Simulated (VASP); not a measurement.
# SnTe (F-43m) in VASP: further runs

The runs below take SnTe through single point, with PBE.

Everything below comes from runs of VASP 6.6.1. Logs are shortened: lines on timing, memory, paths and dates and some standing lists are left out, and cuts for length are marked.

## 1. The cell of the first run

It takes space group F-43m (No. 216, cubic). The conventional cell has a = 7.168 Å, b = 7.168 Å, c = 7.168 Å, α = 90.00°, β = 90.00°, γ = 90.00°. Sn (site symmetry -43m) has 4 Te at 3.10 Å within 4.1 Å. Te (site symmetry -43m) has 4 Sn at 3.10 Å within 4.1 Å.

## 2. Single point, PBE

File INCAR:

```
PREC = Accurate ; ENCUT = 520
EDIFF = 1E-7 ; ISMEAR = -1
SIGMA = 0.02 ; LREAL = F
LASPH = T ; NELM = 80
ALGO = Normal ; ISIF = 2
LWAVE = F ; LCHARG = F
GGA = PE ; NBANDS = 17
```

File KPOINTS:

```
Automatic mesh
0
Gamma
  6 6 6
```

File POSCAR:

```
SnTe
1.0
    0.0000000000      3.5839840145      3.5839840145
    3.5839840145      0.0000000000      3.5839840145
    3.5839840145      3.5839840145      0.0000000000
Sn Te
1 1
Direct
    0.0000000000      0.0000000000      0.0000000000
    0.2500000000      0.2500000000      0.2500000000
```

Potentials or basis: VASP PAW PBE potentials, release 64 (Sn_d, Te).

The run is started by

```console
$ cat potpaw_PBE.64/Sn_d/POTCAR potpaw_PBE.64/Te/POTCAR > POTCAR
$ mpirun -np 1 vasp_std > vasp.out
```

OUTCAR:

```text
PREC = Accurate
   ENCUT = 520
   EDIFF = 1E-7
   ISMEAR = -1
   LREAL = F
   LASPH = T
   NELM = 80
   ISIF = 2
   GGA = PE

 ion  position               nearest neighbor table
   1  0.000  0.000  0.000-   2 3.10   2 3.10   2 3.10   2 3.10
   2  0.250  0.250  0.250-   1 3.10   1 3.10   1 3.10   1 3.10

  LATTYP: Found a face centered cubic cell.
 ALAT       =     7.1679680290

  Lattice vectors:

 A1 = (   0.0000000000,   3.5839840145,   3.5839840145)
 A2 = (   3.5839840145,   0.0000000000,   3.5839840145)
 A3 = (   3.5839840145,   3.5839840145,   0.0000000000)

Analysis of symmetry for initial positions (statically):
=====================================================================
 Subroutine PRICEL returns:
 Original cell was already a primitive cell.

 Routine SETGRP: Setting up the symmetry group for a
 face centered cubic supercell.

 Subroutine GETGRP returns: Found 24 space group operations
 (whereof 24 operations were pure point group operations)
 out of a pool of 48 trial point group operations.

The static configuration has the point symmetry T_d .

Analysis of symmetry for dynamics (positions and initial velocities):
=====================================================================
 Subroutine PRICEL returns:
 Original cell was already a primitive cell.

 Routine SETGRP: Setting up the symmetry group for a
 face centered cubic supercell.

 Subroutine GETGRP returns: Found 24 space group operations
 (whereof 24 operations were pure point group operations)
 out of a pool of 48 trial point group operations.

The dynamic configuration has the point symmetry T_d .

 Subroutine INISYM returns: Found 24 space group operations
 (whereof 24 operations are pure point group operations),
 and found     1 'primitive' translations

----------------------------------------------------------------------------------------

                                     Primitive cell

  volume of cell :      92.0721

  direct lattice vectors                    reciprocal lattice vectors
     0.000000000  3.583984014  3.583984014    -0.139509551  0.139509551  0.139509551
     3.583984014  0.000000000  3.583984014     0.139509551 -0.139509551  0.139509551
     3.583984014  3.583984014  0.000000000     0.139509551  0.139509551 -0.139509551

  length of vectors
     5.068518801  5.068518801  5.068518801     0.241637630  0.241637630  0.241637630

  position of ions in fractional coordinates (direct lattice)
     0.000000000  0.000000000  0.000000000
     0.250000000  0.250000000  0.250000000

  ion indices of the primitive-cell ions
   primitive index   ion index
                 1           1
                 2           2

----------------------------------------------------------------------------------------

 KPOINTS: Automatic mesh

Automatic generation of k-mesh.
 Grid dimensions read from file:
 generate k-points for:    6    6    6

 Generating k-lattice:

  Cartesian coordinates                     Fractional coordinates (reciprocal lattice)
    -0.023251592  0.023251592  0.023251592     0.166666667  0.000000000  0.000000000
     0.023251592 -0.023251592  0.023251592     0.000000000  0.166666667  0.000000000
     0.023251592  0.023251592 -0.023251592     0.000000000  0.000000000  0.166666667

  Length of vectors
     0.040272938  0.040272938  0.040272938

  Shift w.r.t. Gamma in fractional coordinates (k-lattice)
     0.000000000  0.000000000  0.000000000

 Subroutine IBZKPT returns following result:
 ===========================================

 Found     16 irreducible k-points:

 Following reciprocal coordinates:
            Coordinates               Weight
  0.000000  0.000000  0.000000      1.000000
  0.166667  0.000000  0.000000      8.000000
  0.333333  0.000000  0.000000      8.000000
  0.500000  0.000000  0.000000      4.000000
  0.166667  0.166667  0.000000      6.000000
  0.333333  0.166667  0.000000     24.000000
[... 8 lines left out ...]
 -0.333333  0.333333  0.166667     24.000000
 -0.333333  0.500000  0.166667     12.000000
   k-points           NKPTS =     16   k-points in BZ     NKDIM =     16   number of bands    NBANDS=     17
   number of dos      NEDOS =    301   number of ions     NIONS =      2
   total plane-waves  NPLWV =  64000
   dimension x,y,z NGX =    40 NGY =   40 NGZ =   40
   dimension x,y,z NGXF=    80 NGYF=   80 NGZF=   80
   ions per type =               1   1
   NGX,Y,Z   is equivalent  to a cutoff of  13.12, 13.12, 13.12 a.u.
   NGXF,Y,Z  is equivalent  to a cutoff of  26.24, 26.24, 26.24 a.u.
 SYSTEM =  unknown system
   PREC   = accura    normal or accurate (medium, high low for compatibility)
   ISTART =      0    job   : 0-new  1-cont  2-samecut
   ICHARG =      2    charge: 1-file 2-atom 10-const
   ISPIN  =      1    spin polarized calculation?
   LNONCOLLINEAR =      F non collinear calculations
   LSORBIT =      F    spin-orbit coupling
   LASPH  =      T    aspherical Exc in radial PAW
   ENCUT  =  520.0 eV  38.22 Ry    6.18 a.u.   9.42  9.42  9.42*2*pi/ulx,y,z
   NELM   =     80;   NELMIN=  2; NELMDL= -5     # of ELM steps
   EDIFF  = 0.1E-06   stopping-criterion for ELM
   LREAL  =      F    real-space projection
   EDIFFG = 0.1E-05   stopping-criterion for IOM
   NSW    =      0    number of steps for IOM
   IBRION =     -1    ionic relax: 0-MD 1-quasi-New 2-CG
   NFREE  =      0    steps in history (QN), initial steepest desc. (CG)
   ISIF   =      2    stress and relaxation
   ISYM   =      2    0-nonsym 1-usesym 2-fastsym
   POTIM  = 0.5000    time-step for ionic-motion
   TEBEG  =    0.0;   TEEND  =   0.0 temperature during run
   PSTRESS=    0.0 pullay stress
   NELECT =      20.0000    total number of electrons
   NUPDOWN=      -1.0000    fix difference up-down
   EMIN   =  10.00;   EMAX   =-10.00  energy-range for DOS
   EFERMI =   0.00;   METHOD = LEGACY
   ISMEAR =    -1;   SIGMA  =   0.02  broadening in eV -4-tet -1-fermi 0-gaus
   EFERMI_NEDOS =   21; number of points for ismear=-14 and -15
   IALGO  =     38    algorithm
   IMIX   =      4    mixing-type and parameters
     AMIX     =   0.40;   BMIX     =  1.00
     AMIX_MAG =   1.60;   BMIX_MAG =  1.00
  volume/ion in A,a.u.               =      46.04       310.67
  Fermi-wavevector in a.u.,A,eV,Ry     =   0.984107  1.859692 13.176774  0.968466
[... 47 lines left out ...]
      2     -18.4308      2.00000
      3     -18.4308      2.00000
      4     -18.4212      2.00000
      5     -18.4212      2.00000
      6      -8.1458      2.00000
[... 9 lines left out ...]
     16       9.3010      0.00000
     17      10.5170      0.00000

 k-point     3 :       0.3333    0.0000    0.0000
  band No.  band energies     occupation
      1     -18.4323      2.00000
      2     -18.4301      2.00000
      3     -18.4301      2.00000
      4     -18.4210      2.00000
      5     -18.4210      2.00000
      6      -7.8659      2.00000
[... 9 lines left out ...]
     16       9.4489      0.00000
     17      10.8020      0.00000

 k-point     4 :       0.5000    0.0000    0.0000
  band No.  band energies     occupation
      1     -18.4327      2.00000
      2     -18.4297      2.00000
      3     -18.4297      2.00000
      4     -18.4210      2.00000
      5     -18.4210      2.00000
      6      -7.6974      2.00000
[... 9 lines left out ...]
     16      10.3042      0.00000
     17      10.3042      0.00000

 k-point     5 :       0.1667    0.1667    0.0000
  band No.  band energies     occupation
      1     -18.4322      2.00000
      2     -18.4304      2.00000
      3     -18.4304      2.00000
      4     -18.4214      2.00000
      5     -18.4209      2.00000
      6      -8.1045      2.00000
[... 9 lines left out ...]
     16      10.0866      0.00000
     17      11.5609      0.00000

 k-point     6 :       0.3333    0.1667    0.0000
  band No.  band energies     occupation
      1     -18.4329      2.00000
      2     -18.4298      2.00000
      3     -18.4297      2.00000
      4     -18.4214      2.00000
      5     -18.4208      2.00000
      6      -7.8711      2.00000
[... 9 lines left out ...]
     16      10.2143      0.00000
     17      11.3976      0.00000

 k-point     7 :       0.5000    0.1667    0.0000
  band No.  band energies     occupation
      1     -18.4330      2.00000
      2     -18.4295      2.00000
      3     -18.4293      2.00000
      4     -18.4212      2.00000
      5     -18.4208      2.00000
      6      -7.6454      2.00000
[... 9 lines left out ...]
     16      10.4044      0.00000
     17      10.6454      0.00000

 k-point     8 :      -0.3333    0.1667    0.0000
  band No.  band energies     occupation
      1     -18.4327      2.00000
      2     -18.4296      2.00000
      3     -18.4296      2.00000
      4     -18.4211      2.00000
      5     -18.4210      2.00000
      6      -7.7050      2.00000
[... 9 lines left out ...]
     16      10.0873      0.00000
     17      11.0005      0.00000

 k-point     9 :      -0.1667    0.1667    0.0000
  band No.  band energies     occupation
      1     -18.4322      2.00000
      2     -18.4304      2.00000
      3     -18.4301      2.00000
      4     -18.4212      2.00000
      5     -18.4210      2.00000
      6      -7.9681      2.00000
[... 9 lines left out ...]
     16       9.4497      0.00000
     17      11.4348      0.00000

 k-point    10 :       0.3333    0.3333    0.0000
  band No.  band energies     occupation
      1     -18.4341      2.00000
      2     -18.4288      2.00000
      3     -18.4288      2.00000
      4     -18.4218      2.00000
      5     -18.4205      2.00000
      6      -7.7147      2.00000
[... 9 lines left out ...]
     16      10.8892      0.00000
     17      12.8367      0.00000

 k-point    11 :       0.5000    0.3333    0.0000
  band No.  band energies     occupation
      1     -18.4343      2.00000
      2     -18.4286      2.00000
      3     -18.4284      2.00000
      4     -18.4218      2.00000
      5     -18.4205      2.00000
      6      -7.5297      2.00000
[... 9 lines left out ...]
     16      10.8234      0.00000
     17      12.0903      0.00000

 k-point    12 :      -0.3333    0.3333    0.0000
  band No.  band energies     occupation
      1     -18.4335      2.00000
      2     -18.4291      2.00000
      3     -18.4288      2.00000
      4     -18.4214      2.00000
      5     -18.4208      2.00000
      6      -7.5256      2.00000
[... 9 lines left out ...]
     16      10.7776      0.00000
     17      12.3961      0.00000

 k-point    13 :       0.5000    0.5000    0.0000
  band No.  band energies     occupation
      1     -18.4350      2.00000
      2     -18.4281      2.00000
      3     -18.4281      2.00000
      4     -18.4220      2.00000
      5     -18.4203      2.00000
      6      -7.4646      2.00000
[... 9 lines left out ...]
     16      11.5906      0.00000
     17      11.5906      0.00000

 k-point    14 :       0.5000    0.3333    0.1667
  band No.  band energies     occupation
      1     -18.4334      2.00000
      2     -18.4294      2.00000
      3     -18.4289      2.00000
      4     -18.4215      2.00000
      5     -18.4207      2.00000
      6      -7.6520      2.00000
[... 9 lines left out ...]
     16      10.7517      0.00000
     17      11.8145      0.00000

 k-point    15 :      -0.3333    0.3333    0.1667
  band No.  band energies     occupation
      1     -18.4335      2.00000
      2     -18.4294      2.00000
      3     -18.4285      2.00000
      4     -18.4214      2.00000
      5     -18.4208      2.00000
      6      -7.5256      2.00000
[... 9 lines left out ...]
     16      10.5707      0.00000
     17      11.6448      0.00000

 k-point    16 :      -0.3333    0.5000    0.1667
  band No.  band energies     occupation
      1     -18.4341      2.00000
      2     -18.4290      2.00000
      3     -18.4281      2.00000
      4     -18.4217      2.00000
      5     -18.4206      2.00000
      6      -7.4620      2.00000
[... 9 lines left out ...]
     16      11.2820      0.00000
     17      11.3480      0.00000

------------------------ aborting loop because EDIFF is reached ----------------------------------------

  FORCE on cell =-STRESS in cart. coord.  units (eV):
  Direction    XX          YY          ZZ          XY          YZ          ZX
  --------------------------------------------------------------------------------------
  -------------------------------------------------------------------------------------
  Total        0.3076688      0.3076688      0.3076688     -0.0000000      0.0000000      0.0000000
  in kB        5.3538453      5.3538453      5.3538453     -0.0000000      0.0000000      0.0000000
  external PRESSURE =       5.3538453 kB  Pullay stress =       0.0000000 kB

 VOLUME and BASIS-vectors are now :
 -----------------------------------------------------------------------------
  energy-cutoff  :      520.00
  volume of cell :       92.07
      direct lattice vectors                 reciprocal lattice vectors
     0.000000000  3.583984014  3.583984014    -0.139509551  0.139509551  0.139509551
     3.583984014  0.000000000  3.583984014     0.139509551 -0.139509551  0.139509551
     3.583984014  3.583984014  0.000000000     0.139509551  0.139509551 -0.139509551

 POSITION                                       TOTAL-FORCE (eV/Angst)
 -----------------------------------------------------------------------------------
      0.00000      0.00000      0.00000         0.000000      0.000000     -0.000000
      1.79199      1.79199      1.79199        -0.000000     -0.000000      0.000000
 -----------------------------------------------------------------------------------
    total drift:                               -0.000000     -0.000000     -0.000000

  FREE ENERGIE OF THE ION-ELECTRON SYSTEM (eV)
  ---------------------------------------------------
  free  energy   TOTEN  =        -7.0608486867 eV

  energy  without entropy=       -7.0607941652  energy(sigma->0) =       -7.06082143
```

Wall time 46 s (1 thread of Intel Xeon 8259CL, shared host); peak memory 0.25 GiB.

Results:

```yaml
Free_energy: -7.0608 eV
Pressure: 0.5 GPa
Band_gap_on_the_k_mesh: 0.22 eV (least direct gap 0.77 eV)
```

Levels at points of the mesh, in eV from the valence-band top:
```csv
k point,band 6,band 7,band 8,band 9,band 10,band 11,band 12,band 13,band 14,band 15
"(0.00, 0.00, 0.00)",-11.50,-4.98,-1.84,-1.84,-1.84,1.13,1.13,1.13,4.26,6.58
"(0.50, 0.00, 0.00)",-10.93,-6.92,-2.39,-2.39,-1.93,1.95,1.95,3.64,5.81,6.55
"(0.50, 0.50, 0.00)",-10.70,-7.29,-3.07,-3.07,-0.55,0.22,4.11,4.11,5.59,6.62
```

Caveat: spin-orbit coupling is left out, which moves the levels of the heavy elements.

## 3. Single point, PBE

This run uses another cell than the first one, of 47.02 Å³/atom.

File INCAR:

```
SYSTEM = SnTe
ALGO = Normal
EDIFF = 1E-6
ENCUT = 520
GGA = PE
ISIF = 2
ISMEAR = -1
LASPH = .True.
LCHARG = .False.
LREAL = .False.
LWAVE = .False.
NBANDS = 17
NELM = 80
PREC = Accurate
SIGMA = 0.02
```

File KPOINTS:

```
k-points
0
Gamma
  6 6 6
  0 0 0
```

File POSCAR:

```
SnTe
1.0
    0.0000000000      3.6092621653      3.6092621653
    3.6092621653      0.0000000000      3.6092621653
    3.6092621653      3.6092621653      0.0000000000
Sn Te
1 1
Direct
    0.0000000000      0.0000000000      0.0000000000
    0.2500000000      0.2500000000      0.2500000000
```

Potentials or basis: VASP PAW PBE potentials, release 64 (Sn_d, Te).

The run is started by

```console
$ cat potpaw_PBE.64/Sn_d/POTCAR potpaw_PBE.64/Te/POTCAR > POTCAR
$ mpirun -np 1 vasp_std > vasp.out
```

Run time: 37 s. Hardware: 1 thread of Intel Xeon 8259CL, shared host; peak memory 0.25 GiB.

It converged, with:

| Quantity | Value |
| --- | --- |
| Free energy | -7.0642 eV |
| Pressure | 0.0 GPa |
| Band gap on the k mesh | 0.27 eV (least direct gap 0.79 eV) |

Levels at points of the mesh, in eV from the valence-band top:
| k point | band 8 | band 9 | band 10 | band 11 | band 12 | band 13 |
| --- | --- | --- | --- | --- | --- | --- |
| (0.00, 0.00, 0.00) | -1.78 | -1.78 | -1.78 | 1.16 | 1.16 | 1.16 |
| (0.50, 0.00, 0.00) | -2.31 | -2.31 | -1.88 | 1.97 | 1.97 | 3.57 |
| (0.50, 0.50, 0.00) | -2.97 | -2.97 | -0.52 | 0.27 | 4.04 | 4.04 |

Caveat: spin-orbit coupling is left out, which moves the levels of the heavy elements. A k mesh can miss the band edges.

## 4. Single point, PBE (48.43 Å³/atom)

This run uses another cell than the first one, of 48.43 Å³/atom.

File INCAR:

```
SYSTEM = SnTe
PREC = Accurate ; ENCUT = 520
EDIFF = 1E-7 ; ISMEAR = -1
SIGMA = 0.02 ; LREAL = .False.
LASPH = .True. ; NELM = 100
ALGO = Normal ; ISIF = 2
LWAVE = .False. ; LCHARG = .False.
GGA = PE ; NBANDS = 17
```

File KPOINTS:

```
Automatic mesh
0
Gamma
  6 6 6
  0 0 0
```

File POSCAR:

```
SnTe
1.0
    0.0000000000      3.6449997585      3.6449997585
    3.6449997585      0.0000000000      3.6449997585
    3.6449997585      3.6449997585      0.0000000000
Sn Te
1 1
Direct
    0.0000000000      0.0000000000      0.0000000000
    0.2500000000      0.2500000000      0.2500000000
```

The run is started by

```console
$ cat potpaw_PBE.64/Sn_d/POTCAR potpaw_PBE.64/Te/POTCAR > POTCAR
$ mpirun -np 1 vasp_std > vasp.out
```

Run time: 56 s. Hardware: 1 thread of Intel Xeon 8259CL, shared host; peak memory 0.25 GiB.

The run converged. Its results:

```
Free energy            : -7.0582 eV
Pressure               : -0.7 GPa
Band gap on the k mesh : 0.34 eV (least direct gap 0.82 eV)
```

Levels at points of the mesh, in eV from the valence-band top:
```tsv
k point	band 6	band 7	band 8	band 9	band 10	band 11	band 12	band 13	band 14	band 15
(0.00, 0.00, 0.00)	-11.21	-5.08	-1.69	-1.69	-1.69	1.20	1.20	1.20	4.31	6.62
(0.50, 0.00, 0.00)	-10.70	-6.76	-2.20	-2.20	-1.82	1.99	1.99	3.47	5.87	6.51
(0.50, 0.50, 0.00)	-10.50	-7.11	-2.83	-2.83	-0.48	0.34	3.95	3.95	5.57	6.50
```

Caveat: spin-orbit coupling is left out, which moves the levels of the heavy elements. A k mesh can miss the band edges.

## 5. Single point, PBE (49.84 Å³/atom)

This run uses another cell than the first one, of 49.84 Å³/atom.

File INCAR:

```
SYSTEM = SnTe
ALGO = Normal ; EDIFF = 1E-7
ENCUT = 520 ; GGA = PE
ISIF = 2 ; ISMEAR = -1
LASPH = .TRUE. ; LCHARG = .FALSE.
LREAL = .FALSE. ; LWAVE = .FALSE.
NBANDS = 17 ; NELM = 60
PREC = Accurate ; SIGMA = 0.02
```

File KPOINTS:

```
k-points
0
G
  6 6 6
  0 0 0
```

File POSCAR:

```
SnTe
1.0
    0.0000000000      3.6800499833      3.6800499833
    3.6800499833      0.0000000000      3.6800499833
    3.6800499833      3.6800499833      0.0000000000
Sn Te
1 1
Direct
    0.0000000000      0.0000000000      0.0000000000
    0.2500000000      0.2500000000      0.2500000000
```

The run is started by

```console
$ cat potpaw_PBE.64/Sn_d/POTCAR potpaw_PBE.64/Te/POTCAR > POTCAR
$ mpirun -np 1 vasp_std > vasp.out
```

It took 64 s on 1 thread of Intel Xeon 8259CL, shared host; peak memory 0.25 GiB.

The run converged. Its results:

```
Free energy            : -7.0408 eV
Pressure               : -1.3 GPa
Band gap on the k mesh : 0.40 eV (least direct gap 0.85 eV)
```

Levels at points of the mesh, in eV from the valence-band top:
| k point | band 7 | band 8 | band 9 | band 10 | band 11 | band 12 | band 13 | band 14 |
| --- | --- | --- | --- | --- | --- | --- | --- | --- |
| (0.00, 0.00, 0.00) | -5.14 | -1.60 | -1.60 | -1.60 | 1.24 | 1.24 | 1.24 | 4.33 |
| (0.50, 0.00, 0.00) | -6.68 | -2.10 | -2.10 | -1.77 | 2.01 | 2.01 | 3.38 | 5.90 |
| (0.50, 0.50, 0.00) | -7.01 | -2.70 | -2.70 | -0.45 | 0.40 | 3.87 | 3.87 | 5.55 |

Caveat: spin-orbit coupling is left out, which moves the levels of the heavy elements.

## 6. The runs side by side

```tsv
cell	gap on the mesh (eV)	pressure (GPa)
a = 5.069 Å, angles 60.0°, 2 atoms	0.22	0.5
a = 5.104 Å, angles 60.0°, 2 atoms	0.27	0.0
a = 5.155 Å, angles 60.0°, 2 atoms	0.34	-0.7
a = 5.204 Å, angles 60.0°, 2 atoms	0.40	-1.3
```

Alike in all rows: task single point; level PBE; potentials or basis VASP PAW PBE potentials, release 64 (Sn_d, Te); no spin polarisation; k mesh 6 × 6 × 6; cutoff (eV) 520; smearing fermi-dirac 0.02 eV.

Caveats: spin-orbit coupling is left out, which moves the levels of the heavy elements.

Total energies depend on the potentials used, so only differences within one code and one set of settings carry meaning.
